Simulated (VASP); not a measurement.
# Mn (Im-3m) in VASP: a series of runs

Mn is run at these levels: r2SCAN; tasks: single point.

All numbers are computed with VASP 6.6.1; they aren't measurements. Logs are shortened: lines on timing, memory, paths and dates and some standing lists are left out, and cuts for length are marked.

### 1 The cell of the first run

The structure is cubic, space group Im-3m (No. 229). The conventional cell has a = 2.737 Å, b = 2.737 Å, c = 2.737 Å, α = 90.00°, β = 90.00°, γ = 90.00°. Within 3.1 Å of Mn (site symmetry m-3m) lie 14 Mn at 2.37 to 2.74 Å.

### 2 Single point, r2SCAN

POSCAR

```
Mn
1.0
   -1.3683068635      1.3683068635      1.3683068635
    1.3683068635     -1.3683068635      1.3683068635
    1.3683068635      1.3683068635     -1.3683068635
Mn
1
Direct
    0.0000000000      0.0000000000      0.0000000000
```

INCAR.step1

```
ALGO     = Normal         # electronic algorithm
EDIFF    = 1E-4           # SCF threshold, eV
ENCUT    = 520            # plane-wave cutoff, eV
GGA      = PE             # functional
ISMEAR   = -1             # smearing method
LASPH    = True           # aspherical terms in the spheres
LCHARG   = False          # write CHGCAR
LREAL    = False          # projectors in reciprocal space
LWAVE    = True           # write WAVECAR
NBANDS   = 12             # bands
NELM     = 60             # most SCF steps
PREC     = Accurate       # precision mode
SIGMA    = 0.1            # smearing width, eV
```

INCAR.step2

```
ALGO     = Normal         # electronic algorithm
EDIFF    = 1E-6           # SCF threshold, eV
ENCUT    = 520            # plane-wave cutoff, eV
ISIF     = 2              # what is computed and relaxed
ISMEAR   = -1             # smearing method
ISTART   = 1            
LASPH    = True           # aspherical terms in the spheres
LCHARG   = False          # write CHGCAR
LMIXTAU  = True         
LREAL    = False          # projectors in reciprocal space
LWAVE    = False          # write WAVECAR
METAGGA  = R2SCAN         # meta-GGA
NBANDS   = 12             # bands
NELM     = 60             # most SCF steps
PREC     = Accurate       # precision mode
SIGMA    = 0.1            # smearing width, eV
```

KPOINTS

```
k-points
0
Gamma
  17 17 17
```

Potentials or basis: VASP PAW PBE potentials, release 64 (Mn_pv).

On the command line:

```
cat potpaw_PBE.64/Mn_pv/POTCAR > POTCAR
cp INCAR.step1 INCAR
mpirun -np 1 vasp_std > vasp.out
cp INCAR.step2 INCAR
mpirun -np 1 vasp_std > vasp.out
```

OUTCAR:

```text
EDIFF = 1E-6
   ENCUT = 520
   ISIF = 2
   ISMEAR = -1
   ISTART = 1
   LASPH = True
   LREAL = False
   METAGGA = R2SCAN
   NELM = 60
   PREC = Accurate

 ion  position               nearest neighbor table
   1  0.000  0.000  0.000-

  LATTYP: Found a body centered cubic cell.
 ALAT       =     2.7366137270

  Lattice vectors:

 A1 = (  -1.3683068635,   1.3683068635,   1.3683068635)
 A2 = (   1.3683068635,  -1.3683068635,   1.3683068635)
 A3 = (   1.3683068635,   1.3683068635,  -1.3683068635)

Analysis of symmetry for initial positions (statically):
=====================================================================
 Subroutine PRICEL returns:
 Original cell was already a primitive cell.

 Routine SETGRP: Setting up the symmetry group for a
 body centered cubic supercell.

 Subroutine GETGRP returns: Found 48 space group operations
 (whereof 48 operations were pure point group operations)
 out of a pool of 48 trial point group operations.

The static configuration has the point symmetry O_h .

Analysis of symmetry for dynamics (positions and initial velocities):
=====================================================================
 Subroutine PRICEL returns:
 Original cell was already a primitive cell.

 Routine SETGRP: Setting up the symmetry group for a
 body centered cubic supercell.

 Subroutine GETGRP returns: Found 48 space group operations
 (whereof 48 operations were pure point group operations)
 out of a pool of 48 trial point group operations.

The dynamic configuration has the point symmetry O_h .

 Subroutine INISYM returns: Found 48 space group operations
 (whereof 48 operations are pure point group operations),
 and found     1 'primitive' translations

----------------------------------------------------------------------------------------

                                     Primitive cell

  volume of cell :      10.2473

  direct lattice vectors                    reciprocal lattice vectors
    -1.368306863  1.368306863  1.368306863     0.000000000  0.365415108  0.365415108
     1.368306863 -1.368306863  1.368306863     0.365415108  0.000000000  0.365415108
     1.368306863  1.368306863 -1.368306863     0.365415108  0.365415108  0.000000000

  length of vectors
     2.369977008  2.369977008  2.369977008     0.516775001  0.516775001  0.516775001

  position of ions in fractional coordinates (direct lattice)
[... 83 lines left out ...]
   ISIF   =      2    stress and relaxation
   ISYM   =      2    0-nonsym 1-usesym 2-fastsym
   POTIM  = 0.5000    time-step for ionic-motion
   TEBEG  =    0.0;   TEEND  =   0.0 temperature during run
   PSTRESS=    0.0 pullay stress
   NELECT =      13.0000    total number of electrons
   NUPDOWN=      -1.0000    fix difference up-down
   EMIN   =  10.00;   EMAX   =-10.00  energy-range for DOS
   EFERMI =   0.00;   METHOD = LEGACY
   ISMEAR =    -1;   SIGMA  =   0.10  broadening in eV -4-tet -1-fermi 0-gaus
   EFERMI_NEDOS =   21; number of points for ismear=-14 and -15
   IALGO  =     38    algorithm
   IMIX   =      4    mixing-type and parameters
     AMIX     =   0.40;   BMIX     =  1.00
     AMIX_MAG =   1.60;   BMIX_MAG =  1.00
  volume/ion in A,a.u.               =      10.25        69.15
  Fermi-wavevector in a.u.,A,eV,Ry     =   1.772226  3.349022 42.732976  3.140785
  Thomas-Fermi vector in A             =   2.838660
   LORBIT       =      0    0 simple, 1 ext, 2 COOP (PROOUT), +10 PAW based schemes
   METAGGA = R2SCAN    functional components
   LHFCALC =     F    Hartree Fock is set to
   AEXX    =    0.0000 exact exchange contribution
   IVDW    =     0    specifies the selected vdW correction
   LEPSILON=     F    determine dielectric tensor
   LRPA    =     F    only Hartree local field effects (RPA)
 non-spin polarized calculation
  energy-cutoff  :      520.00
  volume of cell :       10.25
 maximum number of plane-waves:       285
 NGX is ok and might be reduce to    18
   NGX =  9   NGY =  9   NGZ =  9

 number of electron      12.9999981 magnetization

 Free energy of the ion-electron system (eV)
  ---------------------------------------------------
  ext. energy  EPLUGINS =         0.00000000
  ---------------------------------------------------
  free energy    TOTEN  =       -14.24869968 eV

  energy without entropy =      -14.18958857  energy(sigma->0) =      -14.21914412

 E-fermi :  11.4979     XC(G=0): -15.7418

 val. band max:       11.4932843715   @ k =   0.1176   0.1176   0.0000
 cond. band min:      11.5017812860   @ k =   0.2353   0.1176   0.0000
 fundamental gap:      0.0084969144
 Fermi energy:        11.4979401709

 k-point     1 :       0.0000    0.0000    0.0000
  band No.  band energies     occupation
      1     -38.3352      2.00000
      2     -38.3351      2.00000
      3     -38.3351      2.00000
      4       2.0207      2.00000
      5       9.6137      2.00000
      6       9.6139      2.00000
      7       9.6139      2.00000
      8      12.0035      0.01266
      9      12.0035      0.01266
     10      36.3934      0.00000
     11      36.3936      0.00000
     12      36.3936      0.00000
[... 331 lines left out ...]
 k-point    24 :       0.1765    0.1765    0.0000
  band No.  band energies     occupation
      1     -38.9254      2.00000
      2     -38.5267      2.00000
      3     -38.3947      2.00000
      4       5.6450      2.00000
      5       8.6380      2.00000
      6       8.7917      2.00000
      7      11.4246      1.35100
      8      12.2162      0.00152
      9      12.6104      0.00003
     10      28.9175      0.00000
     11      30.1535      0.00000
     12      36.5381      0.00000

 [... further k-points ...]

------------------------ aborting loop because EDIFF is reached ----------------------------------------

  FORCE on cell =-STRESS in cart. coord.  units (eV):
  Direction    XX          YY          ZZ          XY          YZ          ZX
  --------------------------------------------------------------------------------------
  -------------------------------------------------------------------------------------
  Total        0.5505411      0.5505411      0.5505411     -0.0000000      0.0000000      0.0000000
  in kB       86.0775277     86.0775277     86.0775277     -0.0000000      0.0000000      0.0000000
  external PRESSURE =      86.0775277 kB  Pullay stress =       0.0000000 kB

 VOLUME and BASIS-vectors are now :
 -----------------------------------------------------------------------------
  energy-cutoff  :      520.00
  volume of cell :       10.25
      direct lattice vectors                 reciprocal lattice vectors
    -1.368306863  1.368306863  1.368306863     0.000000000  0.365415108  0.365415108
     1.368306863 -1.368306863  1.368306863     0.365415108  0.000000000  0.365415108
     1.368306863  1.368306863 -1.368306863     0.365415108  0.365415108  0.000000000

 POSITION                                       TOTAL-FORCE (eV/Angst)
 -----------------------------------------------------------------------------------
      0.00000      0.00000      0.00000         0.000000      0.000000      0.000000
 -----------------------------------------------------------------------------------
    total drift:                                0.000000      0.000000      0.000000

  FREE ENERGIE OF THE ION-ELECTRON SYSTEM (eV)
  ---------------------------------------------------
  free  energy   TOTEN  =       -14.2486996762 eV

  energy  without entropy=      -14.1895885654  energy(sigma->0) =      -14.21914412
```

OSZICAR.step1:

```text
N       E                     dE             d eps       ncg     rms          rms(c)
DAV:   1     0.787257769874E+02    0.78726E+02   -0.77582E+03  3992   0.141E+03
DAV:   2    -0.908220100413E+01   -0.87808E+02   -0.84292E+02  4064   0.318E+02
DAV:   3    -0.104486956231E+02   -0.13665E+01   -0.13612E+01  4344   0.462E+01
DAV:   4    -0.104567561817E+02   -0.80606E-02   -0.80601E-02  4276   0.342E+00
DAV:   5    -0.104568502196E+02   -0.94038E-04   -0.94038E-04  4340   0.369E-01    0.142E+01
DAV:   6    -0.889177487748E+01    0.15651E+01   -0.40105E+00  4052   0.408E+01    0.148E+00
DAV:   7    -0.885955243029E+01    0.32222E-01   -0.10277E-01  4152   0.582E+00    0.900E-01
DAV:   8    -0.884831066226E+01    0.11242E-01   -0.32132E-03  4468   0.955E-01    0.165E-01
DAV:   9    -0.884815241326E+01    0.15825E-03   -0.86601E-04  4100   0.531E-01    0.305E-02
DAV:  10    -0.884814608975E+01    0.63235E-05   -0.80264E-06  2048   0.389E-02
   1 F= -.88481461E+01 E0= -.88157966E+01  d E =-.646990E-01
```

Run time: 61 s. Hardware: 1 thread of Intel Xeon 6975P-C, shared host; peak memory 0.14 GiB.

Results:

```yaml
Free_energy: -14.2487 eV
Pressure: 8.6 GPa
```

Caveat: the PAW data sets were made with another functional, which shifts forces and pressure a little; the run has no spin polarisation, though such a crystal can be magnetic.

### 3 Single point, r2SCAN

This run uses another cell than the first one, of 10.57 Å³/atom, 1.032 times its volume.

POSCAR

```
Mn
1.0
   -1.3825610859      1.3825610859      1.3825610859
    1.3825610859     -1.3825610859      1.3825610859
    1.3825610859      1.3825610859     -1.3825610859
Mn
1
Direct
    0.0000000000      0.0000000000      0.0000000000
```

INCAR.step1 is that of step 2.

INCAR.step2, as its differences from that of step 2:

```diff
@@ -1,3 +1,3 @@
 ALGO     = Normal         # electronic algorithm
-EDIFF    = 1E-6           # SCF threshold, eV
+EDIFF    = 1E-7           # SCF threshold, eV
 ENCUT    = 520            # plane-wave cutoff, eV
@@ -7,5 +7,7 @@
 LASPH    = True           # aspherical terms in the spheres
-LCHARG   = False          # write CHGCAR
+LCHARG   = True           # write CHGCAR
+LELF     = True           # ELF
 LMIXTAU  = True         
 LREAL    = False          # projectors in reciprocal space
+LVHAR    = True         
 LWAVE    = False          # write WAVECAR
```

KPOINTS is that of step 2.

Potentials or basis: VASP PAW PBE potentials, release 64 (Mn_pv).

On the command line:

```
cat potpaw_PBE.64/Mn_pv/POTCAR > POTCAR
cp INCAR.step1 INCAR
mpirun -np 1 vasp_std > vasp.out
cp INCAR.step2 INCAR
mpirun -np 1 vasp_std > vasp.out
```

It took 81 s on 1 thread of Intel Xeon 6975P-C, shared host; peak memory 0.14 GiB.

The run converged. Its results:

- Free energy: -14.2561 eV
- Pressure: -1.3 GPa

Levels at points of the mesh, in eV from the Fermi level:
```
           k point  band 2  band 3  band 4  band 5  band 6  band 7  band 8  band 9  band 10  band 11
(0.00, 0.00, 0.00)  -49.84  -49.84   -9.32   -1.81   -1.81   -1.81    0.50    0.50    24.65    24.65
```

Caveat: the PAW data sets were made with another functional, which shifts forces and pressure a little; the run has no spin polarisation, though such a crystal can be magnetic.

### 4 Single point, r2SCAN

This run uses another cell than the first one, of 10.57 Å³/atom, 1.032 times its volume.

POSCAR is that of step 3.

INCAR.step1

```
SYSTEM = Mn
PREC     = Accurate       ! precision mode
ENCUT    = 520            ! plane-wave cutoff, eV
ISMEAR   = -1             ! smearing method
SIGMA    = 0.1            ! smearing width, eV
LREAL    = .FALSE.        ! projectors in reciprocal space
LASPH    = .TRUE.         ! aspherical terms in the spheres
NELM     = 60             ! most SCF steps
NBANDS   = 12             ! bands
GGA      = PE             ! functional
ALGO     = Normal         ! electronic algorithm
EDIFF    = 1E-4           ! SCF threshold, eV
LWAVE    = .TRUE.         ! write WAVECAR
LCHARG   = .FALSE.        ! write CHGCAR
```

INCAR.step2

```
SYSTEM = Mn
PREC     = Accurate       ! precision mode
ENCUT    = 520            ! plane-wave cutoff, eV
EDIFF    = 1E-6           ! SCF threshold, eV
ISMEAR   = -1             ! smearing method
SIGMA    = 0.1            ! smearing width, eV
LREAL    = .FALSE.        ! projectors in reciprocal space
LASPH    = .TRUE.         ! aspherical terms in the spheres
NELM     = 60             ! most SCF steps
ALGO     = Normal         ! electronic algorithm
ISIF     = 2              ! what is computed and relaxed
LWAVE    = .FALSE.        ! write WAVECAR
LCHARG   = .TRUE.         ! write CHGCAR
METAGGA  = R2SCAN         ! meta-GGA
LMIXTAU  = .TRUE.       
LELF     = .TRUE.         ! ELF
LVHAR    = .TRUE.       
NBANDS   = 12             ! bands
ISTART   = 1
```

KPOINTS

```
regular mesh
0
G
  17 17 17
  0 0 0
```

On the command line:

```
cat potpaw_PBE.64/Mn_pv/POTCAR > POTCAR
cp INCAR.step1 INCAR
mpirun -np 1 vasp_std > vasp.out
cp INCAR.step2 INCAR
mpirun -np 1 vasp_std > vasp.out
```

Run time: 61 s. Hardware: 1 thread of Intel Xeon 6975P-C, shared host; peak memory 0.14 GiB.

It converged, with:

```yaml
Free_energy: -14.2561 eV
Pressure: -1.3 GPa
```

Levels at points of the mesh, in eV from the Fermi level:
| k point | band 3 | band 4 | band 5 | band 6 | band 7 | band 8 | band 9 | band 10 |
| --- | --- | --- | --- | --- | --- | --- | --- | --- |
| (0.00, 0.00, 0.00) | -49.84 | -9.32 | -1.81 | -1.81 | -1.81 | 0.50 | 0.50 | 24.65 |

Caveat: the PAW data sets were made with another functional, which shifts forces and pressure a little; the run has no spin polarisation, though such a crystal can be magnetic. Spin polarisation is off, so any magnetic state and its effect on volume and gap are missing.
